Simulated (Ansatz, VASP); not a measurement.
One calculation of C, two programs

File POSCAR:

```
C
1.0
    0.0000000000      1.7621593300      1.7621593300
    1.7621593300      0.0000000000      1.7621593300
    1.7621593300      1.7621593300      0.0000000000
C
2
Direct
    0.0000000000      0.0000000000      0.0000000000
    0.2500000000      0.2500000000      0.2500000000
```

INCAR.step1

```
PREC = Accurate
ENCUT = 660
ISMEAR = 0
SIGMA = 0.02
LREAL = F
LASPH = T
NELM = 120
NBANDS = 11
GGA = PE
ALGO = Normal
EDIFF = 1E-5
LWAVE = T
LCHARG = F
GGA_COMPAT = F
```

File INCAR.step2:

```
PREC = Accurate
ENCUT = 660
EDIFF = 1E-6
ISMEAR = 0
SIGMA = 0.02
LREAL = F
LASPH = T
NELM = 120
ALGO = Normal
ISIF = 2
LWAVE = F
LCHARG = F
METAGGA = R2SCAN
LMIXTAU = T
NBANDS = 11
ISTART = 1
GGA_COMPAT = F
```

KPOINTS

```
regular mesh
0
Gamma
  12 12 12
```

Input for Ansatz:

```yaml
crystal:
  lattice:
    - [0.0, 1.76215933, 1.76215933]
    - [1.76215933, 0.0, 1.76215933]
    - [1.76215933, 1.76215933, 0.0]
  atoms:
    - { symbol: C, position: [0.0, 0.0, 0.0] }
    - { symbol: C, position: [0.25, 0.25, 0.25] }
basis:
  ecutwfc: 500
kpoints:
  mp_grid: { grid: [12, 12, 12] }
hamiltonian:
  xc: r2scan
scf:
  occupations: { method: gaussian, width: 0.02 }
output:
  forces: true
  stress: true
  eigenvalues: true
```

Alike in both runs: task single point; functional r2SCAN; k mesh 12 × 12 × 12; occupations gaussian, width 0.02 eV; no spin polarisation.

```csv
,VASP,Ansatz
version,VASP 6.6.1,Ansatz 0.2.0
potentials or method,"VASP PAW PBE potentials, release 64 (C), cutoff 660 eV","scalar-relativistic, plane waves, PAW"
valence electrons in the cell,8,8
```

|  | VASP | Ansatz | Ansatz less VASP |
| --- | --- | --- | --- |
| gap on the k mesh at the Fermi level (eV) | 4.43 | 4.46 | +0.030 |
| least direct gap on the mesh (eV) | 5.94 | 5.98 | +0.047 |
| pressure (GPa) | 14.7 | 14.5 | -0.19 |

VASP's potentials were made for PBE, not for r2SCAN.
